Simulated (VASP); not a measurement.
## Hf: electric field gradients with PBE

Hf:

```
CELL_PARAMETERS angstrom
-1.80500 1.80500 1.85915
1.80500 -1.80500 1.85915
1.80500 1.80500 -1.85915
ATOMIC_POSITIONS crystal
Hf 0.00000 0.00000 0.00000
```

This cell differs from its parent crystal: zz strain of +3 %.

- Program: VASP 6.6.1
- Task: electric field gradients
- Functional: PBE
- Potentials or basis: VASP PAW PBE potentials, release 64 (Hf_pv)
- Cutoff: 520 eV
- k mesh: 14 × 14 × 14
- Occupations: fermi-dirac, width 0.05 eV
- Spin: no spin polarisation
- Dipole correction: no
- Further INCAR settings: ALGO = Normal; EDIFF = 1e-08; NBANDS = 11

- Pressure: -7.6 GPa
- Band gap on the k mesh: zero (band 5 reaches 5.42 eV, above the bottom of band 6 at 3.37 eV)

Stress tensor (GPa, compression positive):
```
-8.09  0.00  0.00
 0.00 -8.09  0.00
 0.00  0.00 -6.63
```

Levels at points of the mesh, in eV from the Fermi level:
```csv
k point,band 3,band 4,band 5,band 6,band 7,band 8
"(0.00, 0.00, 0.00)",-30.15,-6.78,1.36,1.36,1.65,3.80
"(0.50, 0.00, 0.00)",-30.15,-3.16,-0.27,0.74,3.63,4.70
"(0.50, 0.50, 0.00)",-30.17,-3.11,-0.58,0.90,4.06,4.85
"(0.50, 0.50, 0.50)",-30.58,-2.29,-2.22,6.12,6.18,6.21
```

Electric field gradients, principal values (V/Å²):
```csv
atom,least,middle,greatest (by size)
1 Hf,-1.637,-1.637,3.275
```

It took 55 s on 1 thread of Intel(R) Xeon(R) Platinum 8259CL CPU @ 2.50GHz (Skylake/Cascade Lake), on a shared host, peak memory 0.18 GiB.

Caveat: the cell differs from its parent crystal (zz strain of +3 %); without QUAD_EFG the Cq values of the log hold for a quadrupole moment of 1 mb, not for the nuclei; spin-orbit coupling is left out, which moves the levels of the heavy elements.
